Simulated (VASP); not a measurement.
# GaN (P6_3mc) in VASP: further runs

GaN is run at these levels: LDA; tasks: relaxation of cell and atoms, single point.

Everything below comes from runs of VASP 6.6.1. Logs are shortened: lines on timing, memory, paths and dates and some standing lists are left out, and cuts for length are marked.

## Step 1: The cell of the first run

It takes space group P6_3mc (No. 186, hexagonal). The conventional cell has a = 3.152 Å, b = 3.152 Å, c = 5.138 Å, α = 90.00°, β = 90.00°, γ = 120.00°. Ga (site symmetry 3m) has 4 N at 1.93 Å within 2.6 Å. Within 2.6 Å of N (site symmetry 3m) lie 4 Ga at 1.93 Å.

## Step 2: Relaxation of cell and atoms, LDA, target pressure 7 GPa, at which the enthalpy is minimised

Contents of INCAR:

```
ALGO = Normal ; EDIFF = 1E-6
EDIFFG = -0.002 ; ENCUT = 600
GGA = CA ; IBRION = 2
ISIF = 3 ; ISMEAR = 0
LASPH = T ; LCHARG = F
LREAL = F ; LWAVE = F
NELM = 60 ; NSW = 100
PREC = Accurate ; PSTRESS = 70.0
SIGMA = 0.01
```

Contents of KPOINTS:

```
k-points
0
Gamma
  8 8 4
```

Contents of POSCAR:

```
GaN
1.0
    3.1518156805      0.0000000000      0.0000000000
   -1.5759078402      2.7295524473      0.0000000000
    0.0000000000      0.0000000000      5.1383988121
Ga N
2 2
Direct
    0.3333333333      0.6666666667     -0.0007048346
    0.6666666667      0.3333333333      0.4992951654
    0.3333333333      0.6666666667      0.3757048346
    0.6666666667      0.3333333333      0.8757048346
```

Potentials or basis: VASP PAW LDA potentials, release 64 (Ga_d, N).

Run with:

```sh
$ cat potpaw_LDA.64/Ga_d/POTCAR potpaw_LDA.64/N/POTCAR > POTCAR
$ mpirun -np 1 vasp_std > vasp.out
```

OUTCAR:

```text
EDIFF = 1E-6
   EDIFFG = -0.002
   ENCUT = 600
   GGA = CA
   IBRION = 2
   ISIF = 3
   ISMEAR = 0
   LASPH = T
   LREAL = F
   NELM = 60
   NSW = 100
   PREC = Accurate
   PSTRESS = 70.0

 ion  position               nearest neighbor table
   1  0.333  0.667  0.999-   4 1.93   4 1.93   4 1.93   3 1.93
   2  0.667  0.333  0.499-   3 1.93   3 1.93   3 1.93   4 1.93
   3  0.333  0.667  0.376-   2 1.93   2 1.93   2 1.93   1 1.93
   4  0.667  0.333  0.876-   1 1.93   1 1.93   1 1.93   2 1.93

  LATTYP: Found a hexagonal cell.
 ALAT       =     3.1518156805
 C/A-ratio  =     1.6302980037

  Lattice vectors:

 A1 = (   3.1518156805,   0.0000000000,   0.0000000000)
 A2 = (  -1.5759078402,   2.7295524473,   0.0000000000)
 A3 = (   0.0000000000,   0.0000000000,   5.1383988121)

Analysis of symmetry for initial positions (statically):
=====================================================================
 Subroutine PRICEL returns:
 Original cell was already a primitive cell.

 Routine SETGRP: Setting up the symmetry group for a
 hexagonal supercell.

 Subroutine GETGRP returns: Found 12 space group operations
 (whereof  6 operations were pure point group operations)
 out of a pool of 24 trial point group operations.

The static configuration has the point symmetry C_3v.
 The point group associated with its full space group is C_6v.

Analysis of symmetry for dynamics (positions and initial velocities):
=====================================================================
 Subroutine PRICEL returns:
 Original cell was already a primitive cell.

 Routine SETGRP: Setting up the symmetry group for a
 hexagonal supercell.

 Subroutine GETGRP returns: Found 12 space group operations
 (whereof  6 operations were pure point group operations)
 out of a pool of 24 trial point group operations.

The dynamic configuration has the point symmetry C_3v.
 The point group associated with its full space group is C_6v.

 Subroutine INISYM returns: Found 12 space group operations
 (whereof  6 operations are pure point group operations),
 and found     1 'primitive' translations

----------------------------------------------------------------------------------------

                                     Primitive cell

  volume of cell :      44.2059

  direct lattice vectors                    reciprocal lattice vectors
     3.151815680  0.000000000  0.000000000     0.317277437  0.183180213  0.000000000
    -1.575907840  2.729552447  0.000000000     0.000000000  0.366360427  0.000000000
     0.000000000  0.000000000  5.138398812     0.000000000  0.000000000  0.194613154

  length of vectors
     3.151815680  3.151815680  5.138398812     0.366360427  0.366360427  0.194613154

  position of ions in fractional coordinates (direct lattice)
     0.333333333  0.666666667  0.999295165
     0.666666667  0.333333333  0.499295165
     0.333333333  0.666666667  0.375704835
     0.666666667  0.333333333  0.875704835

  ion indices of the primitive-cell ions
   primitive index   ion index
                 1           1
                 2           2
                 3           3
                 4           4

----------------------------------------------------------------------------------------

 KPOINTS: k-points

Automatic generation of k-mesh.
 Grid dimensions read from file:
 generate k-points for:    8    8    4

 Generating k-lattice:

  Cartesian coordinates                     Fractional coordinates (reciprocal lattice)
     0.039659680  0.022897527  0.000000000     0.125000000  0.000000000  0.000000000
     0.000000000  0.045795053  0.000000000     0.000000000  0.125000000  0.000000000
     0.000000000  0.000000000  0.048653289     0.000000000  0.000000000  0.250000000

  Length of vectors
     0.045795053  0.045795053  0.048653289

  Shift w.r.t. Gamma in fractional coordinates (k-lattice)
     0.000000000  0.000000000  0.000000000

 Subroutine IBZKPT returns following result:
 ===========================================

 Found     30 irreducible k-points:

 Following reciprocal coordinates:
            Coordinates               Weight
  0.000000  0.000000  0.000000      1.000000
  0.125000  0.000000  0.000000      6.000000
  0.250000  0.000000  0.000000      6.000000
  0.375000  0.000000  0.000000      6.000000
  0.500000  0.000000  0.000000      3.000000
  0.125000  0.125000  0.000000      6.000000
[... 16 lines left out ...]
  0.250000  0.000000  0.500000      6.000000
  0.375000  0.000000  0.500000      6.000000
 [... further k-points ...]
   k-points           NKPTS =     30   k-points in BZ     NKDIM =     30   number of bands    NBANDS=     22
   number of dos      NEDOS =    301   number of ions     NIONS =      4
   total plane-waves  NPLWV =  32928
   dimension x,y,z NGX =    28 NGY =   28 NGZ =   42
   dimension x,y,z NGXF=    56 NGYF=   56 NGZF=   84
   ions per type =               2   2
   NGX,Y,Z   is equivalent  to a cutoff of  14.77, 14.77, 13.59 a.u.
   NGXF,Y,Z  is equivalent  to a cutoff of  29.54, 29.54, 27.18 a.u.
 SYSTEM =  unknown system
   PREC   = accura    normal or accurate (medium, high low for compatibility)
   ISTART =      0    job   : 0-new  1-cont  2-samecut
   ICHARG =      2    charge: 1-file 2-atom 10-const
   ISPIN  =      1    spin polarized calculation?
   LNONCOLLINEAR =      F non collinear calculations
   LSORBIT =      F    spin-orbit coupling
   LASPH  =      T    aspherical Exc in radial PAW
   ENCUT  =  600.0 eV  44.10 Ry    6.64 a.u.   6.29  6.29 10.26*2*pi/ulx,y,z
   NELM   =     60;   NELMIN=  2; NELMDL= -5     # of ELM steps
   EDIFF  = 0.1E-05   stopping-criterion for ELM
   LREAL  =      F    real-space projection
   EDIFFG = -.2E-02   stopping-criterion for IOM
   NSW    =    100    number of steps for IOM
   IBRION =      2    ionic relax: 0-MD 1-quasi-New 2-CG
   NFREE  =      1    steps in history (QN), initial steepest desc. (CG)
   ISIF   =      3    stress and relaxation
   ISYM   =      2    0-nonsym 1-usesym 2-fastsym
   POTIM  = 0.5000    time-step for ionic-motion
   TEBEG  =    0.0;   TEEND  =   0.0 temperature during run
   PSTRESS=   70.0 pullay stress
   NELECT =      36.0000    total number of electrons
   NUPDOWN=      -1.0000    fix difference up-down
   EMIN   =  10.00;   EMAX   =-10.00  energy-range for DOS
   EFERMI =   0.00;   METHOD = LEGACY
   ISMEAR =     0;   SIGMA  =   0.01  broadening in eV -4-tet -1-fermi 0-gaus
   EFERMI_NEDOS =   21; number of points for ismear=-14 and -15
   IALGO  =     38    algorithm
   IMIX   =      4    mixing-type and parameters
     AMIX     =   0.40;   BMIX     =  1.00
     AMIX_MAG =   1.60;   BMIX_MAG =  1.00
  volume/ion in A,a.u.               =      11.05        74.58
  Fermi-wavevector in a.u.,A,eV,Ry     =   1.528794  2.889002 31.799688  2.337211
  Thomas-Fermi vector in A             =   2.636504
   LORBIT       =      0    0 simple, 1 ext, 2 COOP (PROOUT), +10 PAW based schemes
   GGA     = CA    functional components
   LHFCALC =     F    Hartree Fock is set to
   AEXX    =    0.0000 exact exchange contribution
   IVDW    =     0    specifies the selected vdW correction
   LEPSILON=     F    determine dielectric tensor
   LRPA    =     F    only Hartree local field effects (RPA)
 conjugate gradient relaxation of ions
 non-spin polarized calculation
 Gauss-broadening in eV      SIGMA  =   0.01
  energy-cutoff  :      600.00
  volume of cell :       44.21
 maximum number of plane-waves:      1496
 NGX is ok and might be reduce to    28
   NGX = 13   NGY = 13   NGZ = 21

--------------------------------------- Ionic step        1  -------------------------------------------

 number of electron      35.9999987 magnetization

 Free energy of the ion-electron system (eV)
  ---------------------------------------------------
  ext. energy  EPLUGINS =         0.00000000
  ---------------------------------------------------
  free energy    TOTEN  =       -27.91000066 eV

  energy without entropy =      -27.91000066  energy(sigma->0) =      -27.91000066

------------------------ aborting loop because EDIFF is reached ----------------------------------------

  FORCE on cell =-STRESS in cart. coord.  units (eV):
  Direction    XX          YY          ZZ          XY          YZ          ZX
  --------------------------------------------------------------------------------------
  -------------------------------------------------------------------------------------
  Total        0.2814126      0.2814126      0.2730853      0.0000000      0.0000000      0.0000000
  in kB       10.1993851     10.1993851      9.8975764      0.0000000      0.0000000      0.0000000
  external PRESSURE =     -59.9012178 kB  Pullay stress =      70.0000000 kB
[... 99 lines left out ...]
  FREE ENERGIE OF THE ION-ELECTRON SYSTEM (eV)
  ---------------------------------------------------
  free  energy   TOTEN  =       -27.8812861628 eV

  energy  without entropy=      -27.8812861628  energy(sigma->0) =      -27.88128616

  enthalpy is  TOTEN    =       -26.0015489795 eV   P V=        1.8797371834

[... ionic steps 4 to 16 ...]

--------------------------------------- Ionic step       17  -------------------------------------------

 number of electron      35.9999995 magnetization

------------------------ aborting loop because EDIFF is reached ----------------------------------------

  FORCE on cell =-STRESS in cart. coord.  units (eV):
  Direction    XX          YY          ZZ          XY          YZ          ZX
  --------------------------------------------------------------------------------------
  -------------------------------------------------------------------------------------
  Total        1.8959031      1.8959031      1.8690969      0.0000000      0.0000000      0.0000000
  in kB       70.6299580     70.6299580     69.6313216      0.0000000      0.0000000      0.0000000
  external PRESSURE =       0.2970792 kB  Pullay stress =      70.0000000 kB
[... 65 lines left out ...]
  enthalpy is  TOTEN    =       -26.0015563613 eV   P V=        1.8789778253

--------------------------------------- Ionic step       19  -------------------------------------------

 number of electron      35.9999995 magnetization

 Free energy of the ion-electron system (eV)
  ---------------------------------------------------
  ext. energy  EPLUGINS =         0.00000000
  ---------------------------------------------------
  free energy    TOTEN  =       -27.88058309 eV

  energy without entropy =      -27.88058309  energy(sigma->0) =      -27.88058309

 E-fermi :   5.8182     XC(G=0): -12.4479

 val. band max:        5.7605408968   @ k =   0.0000   0.0000   0.0000
 cond. band min:       8.0901134740   @ k =   0.0000   0.0000   0.0000
 fundamental gap:      2.3295725772
 Fermi energy:         5.8182473233

 k-point     1 :       0.0000    0.0000    0.0000
  band No.  band energies     occupation
      1     -10.6351      2.00000
      2      -9.5578      2.00000
      3      -7.8641      2.00000
      4      -7.8454      2.00000
      5      -7.8454      2.00000
      6      -7.7723      2.00000
[... 574 lines left out ...]
      6      -7.6576      2.00000
[... 14 lines left out ...]
     21      13.8286      0.00000
     22      13.8286      0.00000

 [... further k-points ...]
[... 5 lines left out ...]
  --------------------------------------------------------------------------------------
  -------------------------------------------------------------------------------------
  Total        1.8761967      1.8761967      1.8836366      0.0000000      0.0000000      0.0000000
  in kB       69.8945785     69.8945785     70.1717370      0.0000000      0.0000000      0.0000000
  external PRESSURE =      -0.0130353 kB  Pullay stress =      70.0000000 kB
[... 19 lines left out ...]
  FREE ENERGIE OF THE ION-ELECTRON SYSTEM (eV)
  ---------------------------------------------------
  free  energy   TOTEN  =       -27.8805830862 eV

  energy  without entropy=      -27.8805830862  energy(sigma->0) =      -27.88058309

  enthalpy is  TOTEN    =       -26.0015564909 eV   P V=        1.8790265952

 reached required accuracy - stopping structural energy minimisation
```

It took 2.8 min on 1 thread of Intel Xeon Platinum 8488C (Sapphire Rapids), shared host; peak memory 0.18 GiB.

What came out:

| Item | Value |
| --- | --- |
| Free energy | -27.8806 eV |
| Relaxed volume | 10.75 Å³/atom |
| Relaxed cell | a = 3.123 Å, b = 3.123 Å, c = 5.092 Å, α = 90.00°, β = 90.00°, γ = 120.00° |
| Space group after relaxing (to 0.1 Å) | P6_3mc (No. 186) |
| Energy change on relaxing (the run minimises the enthalpy) | +7.4 meV/atom |
| Ionic steps | 19 |
| Pressure after relaxing | 7.0 GPa |
| Band gap on the k mesh | 2.33 eV |

The path:
```
step  energy change (eV)  largest force (eV/Å)  pressure (GPa)  volume (Å³)
   1              0.0000                0.0016            1.01        44.21
   2              0.1249                0.0131           15.06        41.61
   3              0.0287                0.0065            6.94        43.02
   4              0.0297                0.0066            7.39        43.00
   5              0.0237                0.0026            6.25        43.15
   6              0.0284                0.0048            6.91        43.03
   7              0.0287                0.0057            6.94        43.03
   8              0.0290                0.0063            7.01        43.02
   9              0.0289                0.0048            7.00        43.02
  10              0.0289                0.0050            6.92        43.02
  11              0.0299                0.0002            7.17        43.00
  12              0.0295                0.0028            7.01        43.01
  13              0.0295                0.0015            7.01        43.01
  14              0.0295                0.0001            7.00        43.01
  15              0.0294                0.0016            6.95        43.01
  16              0.0294                0.0011            7.03        43.01
  17              0.0295                0.0019            7.03        43.01
  18              0.0295                0.0022            7.03        43.01
  19              0.0294                0.0007            7.00        43.01
```

Final structure:
```
Ga N
1.0
     3.12301    0.00000    0.00000
    -1.56150    2.70460    0.00000
     0.00000    0.00000    5.09177
Ga N
2 2
Direct
  0.33333 0.66667 0.99936
  0.66667 0.33333 0.49936
  0.33333 0.66667 0.37564
  0.66667 0.33333 0.87564
```

Caveat: the cell is relaxed towards a set pressure, so the run minimises the enthalpy, not the energy.

(Continued in part 2 of 2.)
